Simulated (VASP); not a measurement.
# LiMgBN2 (I-4m2) in VASP: further runs

Runs on LiMgBN2. Level: LDA. Tasks: single point.

All numbers are computed with VASP 6.6.1; they aren't measurements. Logs are shortened: lines on timing, memory, paths and dates and some standing lists are left out, and cuts for length are marked.

### 1 The cell of the first run

The structure is tetragonal, space group I-4m2 (No. 119). Conventional cell: a = 4.032 Å, b = 4.032 Å, c = 7.974 Å, α = 90.00°, β = 90.00°, γ = 90.00°. Li (site symmetry -4m2) has 4 N at 2.16 Å and 4 B at 2.84 Å and 4 Mg at 2.85 Å within 2.9 Å. Mg (site symmetry -4m2) has 4 N at 2.16 Å and 4 B at 2.84 Å and 4 Li at 2.85 Å within 2.9 Å. B (site symmetry -4m2) has 2 N at 1.21 Å within 1.6 Å. Within 1.6 Å of N (site symmetry 2mm) lie 1 B at 1.21 Å.

### 2 Single point, LDA

INCAR reads:

```
ALGO = Normal ; EDIFF = 1E-6
ENCUT = 520 ; ISIF = 2
ISMEAR = 0 ; LASPH = True
LCHARG = True ; LELF = True
LREAL = False ; LVHAR = True
LWAVE = False ; NBANDS = 17
NELM = 100 ; PREC = Accurate
SIGMA = 0.05
```

KPOINTS reads:

```
k-points
0
Gamma
  12 12 12
```

POSCAR reads:

```
LiMgBN2
1.0
   -2.0159611872      2.0159611872      3.9872483334
    2.0159611872     -2.0159611872      3.9872483334
    2.0159611872      2.0159611872     -3.9872483334
Li Mg B N
1 1 1 2
Direct
    0.2500000000      0.7500000000      0.5000000000
    0.7500000000      0.2500000000      0.5000000000
    0.5000000000      0.5000000000      0.0000000000
    0.6512635000      0.6512635000      0.0000000000
    0.3487365000      0.3487365000      0.0000000000
```

Potentials or basis: VASP PAW LDA potentials, release 64 (Li_sv, Mg, B, N).

Started as:

```console
$ cat potpaw_LDA.64/Li_sv/POTCAR potpaw_LDA.64/Mg/POTCAR potpaw_LDA.64/B/POTCAR potpaw_LDA.64/N/POTCAR > POTCAR
$ mpirun -np 1 vasp_std > vasp.out
```

OUTCAR:

```text
EDIFF = 1E-6
   ENCUT = 520
   ISIF = 2
   ISMEAR = 0
   LASPH = True
   LREAL = False
   NELM = 100
   PREC = Accurate

 ion  position               nearest neighbor table
   1  0.250  0.750  0.500-   5 2.16   4 2.16   5 2.16   4 2.16   2 2.85   2 2.85   2 2.85   2 2.85

   2  0.750  0.250  0.500-   5 2.16   4 2.16   5 2.16   4 2.16   3 2.84   3 2.84   3 2.84   3 2.84
                             1 2.85   1 2.85   1 2.85   1 2.85
   3  0.500  0.500  0.000-   4 1.21   5 1.21   2 2.84   2 2.84   2 2.84   2 2.84
   4  0.651  0.651  0.000-   3 1.21   2 2.16   1 2.16   1 2.16   2 2.16
   5  0.349  0.349  0.000-   3 1.21   2 2.16   1 2.16   1 2.16   2 2.16

  LATTYP: Found a body centered tetragonal cell.
 ALAT       =     4.0319223744
 C/A-ratio  =     1.9778398308

  Lattice vectors:

 A1 = (  -2.0159611872,   2.0159611872,   3.9872483334)
 A2 = (   2.0159611872,  -2.0159611872,   3.9872483334)
 A3 = (   2.0159611872,   2.0159611872,  -3.9872483334)

Analysis of symmetry for initial positions (statically):
=====================================================================
 Subroutine PRICEL returns:
 Original cell was already a primitive cell.

 Routine SETGRP: Setting up the symmetry group for a
 body centered tetragonal supercell.

 Subroutine GETGRP returns: Found  8 space group operations
 (whereof  8 operations were pure point group operations)
 out of a pool of 16 trial point group operations.

The static configuration has the point symmetry D_2d.

Analysis of symmetry for dynamics (positions and initial velocities):
=====================================================================
 Subroutine PRICEL returns:
 Original cell was already a primitive cell.

 Routine SETGRP: Setting up the symmetry group for a
 body centered tetragonal supercell.

 Subroutine GETGRP returns: Found  8 space group operations
 (whereof  8 operations were pure point group operations)
 out of a pool of 16 trial point group operations.

The dynamic configuration has the point symmetry D_2d.

 Subroutine INISYM returns: Found  8 space group operations
 (whereof  8 operations are pure point group operations),
 and found     1 'primitive' translations

----------------------------------------------------------------------------------------

                                     Primitive cell

  volume of cell :      64.8183

  direct lattice vectors                    reciprocal lattice vectors
    -2.015961187  2.015961187  3.987248333     0.000000000  0.248020648  0.125399764
     2.015961187 -2.015961187  3.987248333     0.248020648  0.000000000  0.125399764
     2.015961187  2.015961187 -3.987248333     0.248020648  0.248020648  0.000000000

  length of vectors
     4.901667909  4.901667909  4.901667909     0.277919669  0.277919669  0.350754164

  position of ions in fractional coordinates (direct lattice)
     0.250000000  0.750000000  0.500000000
     0.750000000  0.250000000  0.500000000
     0.500000000  0.500000000  0.000000000
     0.651263500  0.651263500  0.000000000
     0.348736500  0.348736500  0.000000000

  ion indices of the primitive-cell ions
   primitive index   ion index
                 1           1
                 2           2
                 3           3
                 4           4
                 5           5

----------------------------------------------------------------------------------------

 KPOINTS: k-points

Automatic generation of k-mesh.
 Grid dimensions read from file:
 generate k-points for:   12   12   12

 Generating k-lattice:

  Cartesian coordinates                     Fractional coordinates (reciprocal lattice)
     0.000000000  0.020668387  0.010449980     0.083333333 -0.000000000  0.000000000
     0.020668387  0.000000000  0.010449980    -0.000000000  0.083333333  0.000000000
     0.020668387  0.020668387  0.000000000     0.000000000  0.000000000  0.083333333

  Length of vectors
     0.023159972  0.023159972  0.029229514

  Shift w.r.t. Gamma in fractional coordinates (k-lattice)
     0.000000000  0.000000000  0.000000000

 Subroutine IBZKPT returns following result:
 ===========================================

 Found    163 irreducible k-points:

 Following reciprocal coordinates:
            Coordinates               Weight
  0.000000  0.000000  0.000000      1.000000
  0.083333  0.000000  0.000000      8.000000
  0.166667  0.000000  0.000000      8.000000
  0.250000  0.000000 -0.000000      8.000000
  0.333333  0.000000 -0.000000      8.000000
  0.416667  0.000000  0.000000      8.000000
[... 16 lines left out ...]
  0.500000  0.166667  0.000000     16.000000
 -0.416667  0.166667  0.000000     16.000000
 [... further k-points ...]
   k-points           NKPTS =    163   k-points in BZ     NKDIM =    163   number of bands    NBANDS=     17
   number of dos      NEDOS =    301   number of ions     NIONS =      5
   total plane-waves  NPLWV =  46656
   dimension x,y,z NGX =    36 NGY =   36 NGZ =   36
   dimension x,y,z NGXF=    72 NGYF=   72 NGZF=   72
   ions per type =               1   1   1   2
   NGX,Y,Z   is equivalent  to a cutoff of  12.21, 12.21, 12.21 a.u.
   NGXF,Y,Z  is equivalent  to a cutoff of  24.42, 24.42, 24.42 a.u.
 SYSTEM =  unknown system
   PREC   = accura    normal or accurate (medium, high low for compatibility)
   ISTART =      0    job   : 0-new  1-cont  2-samecut
   ICHARG =      2    charge: 1-file 2-atom 10-const
   ISPIN  =      1    spin polarized calculation?
   LNONCOLLINEAR =      F non collinear calculations
   LSORBIT =      F    spin-orbit coupling
   LASPH  =      T    aspherical Exc in radial PAW
   ENCUT  =  520.0 eV  38.22 Ry    6.18 a.u.   9.11  9.11  9.11*2*pi/ulx,y,z
   NELM   =    100;   NELMIN=  2; NELMDL= -5     # of ELM steps
   EDIFF  = 0.1E-05   stopping-criterion for ELM
   LREAL  =      F    real-space projection
   EDIFFG = 0.1E-04   stopping-criterion for IOM
   NSW    =      0    number of steps for IOM
   IBRION =     -1    ionic relax: 0-MD 1-quasi-New 2-CG
   NFREE  =      0    steps in history (QN), initial steepest desc. (CG)
   ISIF   =      2    stress and relaxation
   ISYM   =      2    0-nonsym 1-usesym 2-fastsym
   POTIM  = 0.5000    time-step for ionic-motion
   TEBEG  =    0.0;   TEEND  =   0.0 temperature during run
   PSTRESS=    0.0 pullay stress
   NELECT =      18.0000    total number of electrons
   NUPDOWN=      -1.0000    fix difference up-down
   EMIN   =  10.00;   EMAX   =-10.00  energy-range for DOS
   EFERMI =   0.00;   METHOD = LEGACY
   ISMEAR =     0;   SIGMA  =   0.05  broadening in eV -4-tet -1-fermi 0-gaus
   EFERMI_NEDOS =   21; number of points for ismear=-14 and -15
   IALGO  =     38    algorithm
   IMIX   =      4    mixing-type and parameters
     AMIX     =   0.40;   BMIX     =  1.00
     AMIX_MAG =   1.60;   BMIX_MAG =  1.00
  volume/ion in A,a.u.               =      12.96        87.48
  Fermi-wavevector in a.u.,A,eV,Ry     =   1.068070  2.018360 15.521172  1.140774
  Thomas-Fermi vector in A             =   2.203707
   LORBIT       =      0    0 simple, 1 ext, 2 COOP (PROOUT), +10 PAW based schemes
   GGA     = CA    functional components
   LHFCALC =     F    Hartree Fock is set to
   AEXX    =    0.0000 exact exchange contribution
   IVDW    =     0    specifies the selected vdW correction
   LEPSILON=     F    determine dielectric tensor
   LRPA    =     F    only Hartree local field effects (RPA)
 non-spin polarized calculation
 Gauss-broadening in eV      SIGMA  =   0.05
  energy-cutoff  :      520.00
  volume of cell :       64.82
 maximum number of plane-waves:      1776
   NGX = 19   NGY = 19   NGZ = 19

 number of electron      18.0000002 magnetization

 Free energy of the ion-electron system (eV)
  ---------------------------------------------------
  ext. energy  EPLUGINS =         0.00000000
  ---------------------------------------------------
  free energy    TOTEN  =       -33.03999194 eV

  energy without entropy =      -33.03999194  energy(sigma->0) =      -33.03999194

 E-fermi :   1.1749     XC(G=0):  -8.8964

 val. band max:        0.8530924319   @ k =   0.5000   0.5000   0.5000
 cond. band min:       3.0034677930   @ k =   0.0000   0.0000   0.0000
 fundamental gap:      2.1503753611
 Fermi energy:         1.1749087242

 k-point     1 :       0.0000    0.0000    0.0000
  band No.  band energies     occupation
      1     -41.9783      2.00000
      2     -13.7686      2.00000
      3     -12.8223      2.00000
      4      -3.3089      2.00000
      5      -2.1349      2.00000
      6      -2.1349      2.00000
[... 9 lines left out ...]
     16      12.4527      0.00000
     17      12.4527      0.00000

 k-point     2 :       0.0833    0.0000    0.0000
  band No.  band energies     occupation
      1     -41.9783      2.00000
      2     -13.7537      2.00000
      3     -12.8306      2.00000
      4      -3.3276      2.00000
      5      -2.2096      2.00000
      6      -2.1645      2.00000
[... 9 lines left out ...]
     16      12.2579      0.00000
     17      12.3718      0.00000

 k-point     3 :       0.1667    0.0000    0.0000
  band No.  band energies     occupation
      1     -41.9782      2.00000
      2     -13.7116      2.00000
      3     -12.8546      2.00000
      4      -3.3940      2.00000
      5      -2.4164      2.00000
      6      -2.2356      2.00000
[... 392 lines left out ...]
 k-point    23 :       0.5000    0.1667    0.0000
  band No.  band energies     occupation
      1     -41.9777      2.00000
      2     -13.4828      2.00000
      3     -12.9782      2.00000
      4      -3.8431      2.00000
      5      -2.8230      2.00000
      6      -2.6731      2.00000
[... 9 lines left out ...]
     16      11.1565      0.00000
     17      12.9258      0.00000

 k-point    24 :      -0.4167    0.1667    0.0000
  band No.  band energies     occupation
      1     -41.9777      2.00000
      2     -13.5213      2.00000
      3     -12.9470      2.00000
      4      -3.8009      2.00000
      5      -2.7093      2.00000
      6      -2.5900      2.00000
[... 9 lines left out ...]
     16      11.0566      0.00000
     17      12.7513      0.00000

 [... further k-points ...]

------------------------ aborting loop because EDIFF is reached ----------------------------------------

  FORCE on cell =-STRESS in cart. coord.  units (eV):
  Direction    XX          YY          ZZ          XY          YZ          ZX
  --------------------------------------------------------------------------------------
  -------------------------------------------------------------------------------------
  Total       -4.7540473     -4.7540473     24.6806925      0.0000000      0.0000000      0.0000000
  in kB     -117.5104452   -117.5104452    610.0568591      0.0000000      0.0000000      0.0000000
  external PRESSURE =     125.0119896 kB  Pullay stress =       0.0000000 kB

 VOLUME and BASIS-vectors are now :
 -----------------------------------------------------------------------------
  energy-cutoff  :      520.00
  volume of cell :       64.82
      direct lattice vectors                 reciprocal lattice vectors
    -2.015961187  2.015961187  3.987248333     0.000000000  0.248020648  0.125399764
     2.015961187 -2.015961187  3.987248333     0.248020648  0.000000000  0.125399764
     2.015961187  2.015961187 -3.987248333     0.248020648  0.248020648  0.000000000

 POSITION                                       TOTAL-FORCE (eV/Angst)
 -----------------------------------------------------------------------------------
      2.01596      0.00000      1.99362        -0.000000     -0.000000      0.000000
      0.00000      2.01596      1.99362        -0.000000     -0.000000      0.000000
      0.00000      0.00000      3.98725        -0.000000     -0.000000     -0.000000
      0.00000      0.00000      5.19350         0.000000      0.000000     10.737676
      0.00000      0.00000      2.78100         0.000000      0.000000    -10.737676
 -----------------------------------------------------------------------------------
    total drift:                               -0.000000      0.000000     -0.000000

  FREE ENERGIE OF THE ION-ELECTRON SYSTEM (eV)
  ---------------------------------------------------
  free  energy   TOTEN  =       -33.0399919362 eV

  energy  without entropy=      -33.0399919362  energy(sigma->0) =      -33.03999194
```

Wall time 4.7 min (1 thread of Oxide Virtual Turin-like, shared host); peak memory 0.29 GiB.

What came out:

```
Free energy            : -33.0400 eV
Largest force          : 10.738 eV/Å
Band gap on the k mesh : 2.15 eV (least direct gap 2.86 eV)
```

Forces in eV/Å, atoms in the order of the input:
```
Li    0.000   0.000   0.000
Mg    0.000   0.000   0.000
B     0.000   0.000   0.000
N     0.000   0.000  10.738
N     0.000   0.000 -10.738
```

Levels at points of the mesh, in eV from the valence-band top:
```csv
k point,band 6,band 7,band 8,band 9,band 10,band 11,band 12,band 13
"(0.00, 0.00, 0.00)",-2.99,-2.39,-1.51,-1.51,2.15,6.57,7.14,8.64
"(0.50, 0.00, 0.00)",-3.29,-2.67,-0.87,-0.75,4.58,5.29,7.59,7.76
"(0.50, 0.50, 0.00)",-3.60,-3.19,-1.96,-0.20,4.79,6.67,6.94,7.97
"(0.50, 0.50, 0.50)",-3.79,-3.14,0.00,0.00,2.86,5.69,7.38,7.38
```

Caveat: the cutoff is under 1.25 times the usual one of these potentials, so pressure, stress and relaxed cells hold a basis-set (Pulay) error; forces of over 1 eV/Å act on the atoms, so gaps and moduli don't describe the material at rest. A k mesh can miss the band edges.

### 3 Single point, LDA

This run uses another cell than the first one, of the same volume but with other edges.

INCAR reads:

```
SYSTEM = LiMgBN2
ALGO = Normal
EDIFF = 1E-6
ENCUT = 520
ISIF = 2
ISMEAR = 0
LASPH = .TRUE.
LCHARG = .FALSE.
LREAL = .FALSE.
LWAVE = .FALSE.
NBANDS = 17
NELM = 60
PREC = Accurate
SIGMA = 0.05
```

KPOINTS reads:

```
k-points
0
G
  12 12 12
  0 0 0
```

Changes to POSCAR since step 2:

```diff
@@ -2,5 +2,5 @@
 1.0
-   -2.0159611872      2.0159611872      3.9872483334
-    2.0159611872     -2.0159611872      3.9872483334
-    2.0159611872      2.0159611872     -3.9872483334
+   -1.7970550988      1.7970550988      5.0178171566
+    1.7970550988     -1.7970550988      5.0178171566
+    1.7970550988      1.7970550988     -5.0178171566
 Li Mg B N
```

Potentials or basis: VASP PAW LDA potentials, release 64 (Li_sv, Mg, B, N).

Started as:

```console
$ cat potpaw_LDA.64/Li_sv/POTCAR potpaw_LDA.64/Mg/POTCAR potpaw_LDA.64/B/POTCAR potpaw_LDA.64/N/POTCAR > POTCAR
$ mpirun -np 1 vasp_std > vasp.out
```

It took 6.4 min on 1 thread of Oxide Virtual Turin-like, shared host; peak memory 0.32 GiB.

Results (log left out):

| Item | Value |
| --- | --- |
| Free energy | -33.0625 eV |
| Largest force | 5.584 eV/Å |
| Band gap on the k mesh | 2.43 eV (least direct gap 3.45 eV) |

Forces on the atoms (eV/Å):
```
Li   0.000  0.000  0.000
Mg   0.000  0.000  0.000
B    0.000  0.000  0.000
N    0.000  0.000 -5.584
N    0.000  0.000  5.584
```

Levels at points of the mesh, in eV from the valence-band top:
| k point | band 5 | band 6 | band 7 | band 8 | band 9 | band 10 | band 11 | band 12 | band 13 | band 14 |
| --- | --- | --- | --- | --- | --- | --- | --- | --- | --- | --- |
| (0.00, 0.00, 0.00) | -2.66 | -1.43 | -1.43 | -1.12 | -1.12 | 2.43 | 5.21 | 6.26 | 6.26 | 9.11 |
| (0.50, 0.00, 0.00) | -4.07 | -2.63 | -1.56 | -1.54 | -0.48 | 4.03 | 5.54 | 5.90 | 7.65 | 8.15 |
| (0.50, 0.50, 0.00) | -3.51 | -3.43 | -2.58 | -1.92 | -0.82 | 4.03 | 4.62 | 5.06 | 6.53 | 8.23 |
| (0.50, 0.50, 0.50) | -4.10 | -2.14 | -2.14 | 0.00 | 0.00 | 3.66 | 5.32 | 5.32 | 5.95 | 6.40 |

Caveat: the cutoff is under 1.25 times the usual one of these potentials, so pressure, stress and relaxed cells hold a basis-set (Pulay) error; forces of over 1 eV/Å act on the atoms, so gaps and moduli don't describe the material at rest. A k mesh can miss the band edges.

(Continued in part 2 of 3.)
